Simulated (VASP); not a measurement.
Mg2Ge, 3 atoms in the cell. The structure is cubic, space group Fm-3m (No. 225). Conventional cell: a = 5.969 Å, b = 5.969 Å, c = 5.969 Å, α = 90.00°, β = 90.00°, γ = 90.00°. Within 3.4 Å of Mg (site symmetry -43m) lie 4 Ge at 2.58 Å and 6 Mg at 2.98 Å. Ge (site symmetry m-3m) has 8 Mg at 2.58 Å within 3.4 Å. 

```yaml
Program: VASP 6.6.1
Task: elastic constants
Functional: PBEsol
Potentials_or_basis: VASP PAW PBE potentials, release 64 (Mg, Ge_d)
Cutoff: 600 eV
k_mesh: 12 × 12 × 12
Occupations: fermi-dirac, width 0.05 eV
Spin: no spin polarisation
Dipole_correction: no
Ions_in_elastic_constants: relaxed
Further_INCAR_settings: ALGO = Normal; EDIFF = 1e-08; IBRION = 6; POTIM = 0.015; NSW = 1; ISIF = 3
```

Potentials or basis: VASP PAW PBE potentials, release 64 (Mg, Ge_d).

Command:

```bash
$ cat potpaw_PBE.64/Mg/POTCAR potpaw_PBE.64/Ge_d/POTCAR > POTCAR
$ mpirun -np 1 vasp_std > vasp.out
```

Hardware: 1 thread of Oxide Virtual Turin-like Processor, on a shared host.

How long does it take, and how much memory?

Wall time 64 min on 1 thread of Oxide Virtual Turin-like Processor, on a shared host, peak memory 0.75 GiB. Counts: scf iterations 173, k points 72.
